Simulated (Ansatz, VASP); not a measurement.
**Co2IrN3 in VASP and in Ansatz**

```
Co Ir N
1.0
     2.75113    0.00000    0.00000
    -1.37556    2.38255    0.00000
     0.00000    0.00000   16.60481
Co Ir N
4 2 6
Direct
  0.33333 0.66667 0.92356
  0.66667 0.33333 0.42356
  0.66667 0.33333 0.07644
  0.33333 0.66667 0.57644
  0.00000 0.00000 0.25000
  0.00000 0.00000 0.75000
  0.00000 0.00000 0.50000
  0.00000 0.00000 0.00000
  0.33333 0.66667 0.36216
  0.66667 0.33333 0.86216
  0.66667 0.33333 0.63784
  0.33333 0.66667 0.13784
```

Alike in both runs: functional PBE; k mesh 6 × 6 × 1; occupations gaussian, width 0.1 eV; no spin polarisation.

Ansatz relaxed the structure, and its values are those at the end. VASP's run is a single point on that final structure, the one shown.

|  | VASP | Ansatz |
| --- | --- | --- |
| version | VASP 6.6.1 | Ansatz 0.2.0 |
| potentials or method | VASP PAW PBE potentials, release 64 (Co, Ir, N), cutoff 520 eV | scalar-relativistic, plane waves, PAW |
| valence electrons in the cell | 84 | 132 |

VASP gave:

```
gap on the k mesh at the Fermi level (eV) : none
pressure (GPa)                            : 0.1
rms of the force components (eV/Å)        : 0.026
```

Task: Which values does Ansatz return?

Result: gap on the k mesh at the Fermi level (eV): none; pressure (GPa): 0.0; rms of the force components (eV/Å): 0.001.

A gap of «none» marks a metal or a gap that the smearing closes. VASP's potentials hold 84 valence electrons a cell and Ansatz's 132, so a difference there can come from the potentials and not from the codes.

The k mesh is coarse, so the values compare programs but aren't converged. Neither program's run includes spin-orbit coupling.
